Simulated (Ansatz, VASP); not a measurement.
## Two plane-wave programs on AlAs

Contents of POSCAR:

```
AlAs
1.0
    0.0000000000      2.8400000000      2.8400000000
    2.8400000000      0.0000000000      2.8400000000
    2.8400000000      2.8400000000      0.0000000000
Al As
1 1
Direct
    0.0000000000      0.0000000000      0.0000000000
    0.2500000000      0.2500000000      0.2500000000
```

Contents of INCAR.step1:

```
PREC = Accurate
ENCUT = 550
ISMEAR = 0
SIGMA = 0.1
LREAL = F
LASPH = T
NELM = 120
NBANDS = 11
GGA = PE
ALGO = Normal
EDIFF = 1E-5
LWAVE = T
LCHARG = F
GGA_COMPAT = F
```

File INCAR.step2:

```
PREC = Accurate
ENCUT = 550
EDIFF = 1E-6
ISMEAR = 0
SIGMA = 0.1
LREAL = F
LASPH = T
NELM = 120
ALGO = Normal
ISIF = 2
LWAVE = F
LCHARG = F
METAGGA = R2SCAN
LMIXTAU = T
LUSE_VDW = T
IVDW_NL = 2
BPARAM = 11.95
CPARAM = 0.0093
NBANDS = 11
ISTART = 1
GGA_COMPAT = F
```

KPOINTS

```
regular mesh
0
Gamma
  6 6 6
```

Input for Ansatz:

```yaml
crystal:
  lattice:
    - [0.0, 2.84, 2.84]
    - [2.84, 0.0, 2.84]
    - [2.84, 2.84, 0.0]
  atoms:
    - { symbol: Al, position: [0.0, 0.0, 0.0] }
    - { symbol: As, position: [0.25, 0.25, 0.25] }
basis:
  ecutwfc: 500
kpoints:
  mp_grid: { grid: [6, 6, 6] }
hamiltonian:
  xc: r2scan
  dispersion: rvv10
  pseudopotentials: { kind: paw, azcp: { folder: soft_1 } }
scf:
  occupations: { method: gaussian, width: 0.1 }
output:
  forces: true
  stress: true
  eigenvalues: true
```

Alike in both runs: task single point; functional r2SCAN; dispersion rVV10; k mesh 6 × 6 × 6; occupations gaussian, width 0.1 eV; no spin polarisation.

|  | VASP | Ansatz |
| --- | --- | --- |
| version | VASP 6.6.1 | Ansatz 0.2.0 |
| potentials or method | VASP PAW PBE potentials, release 64 (Al, As), cutoff 550 eV | scalar-relativistic, plane waves, PAW |
| valence electrons in the cell | 8 | 18 |

```csv
,VASP,Ansatz,Ansatz less VASP
gap on the k mesh at the Fermi level (eV),1.75,1.76,+0.011
least direct gap on the mesh (eV),2.59,2.59,-0.002
pressure (GPa),-0.6,-0.7,-0.11
```

VASP's potentials were made for PBE, not for r2SCAN. VASP's potentials hold 8 valence electrons a cell and Ansatz's 18, so a difference there can come from the potentials and not from the codes.
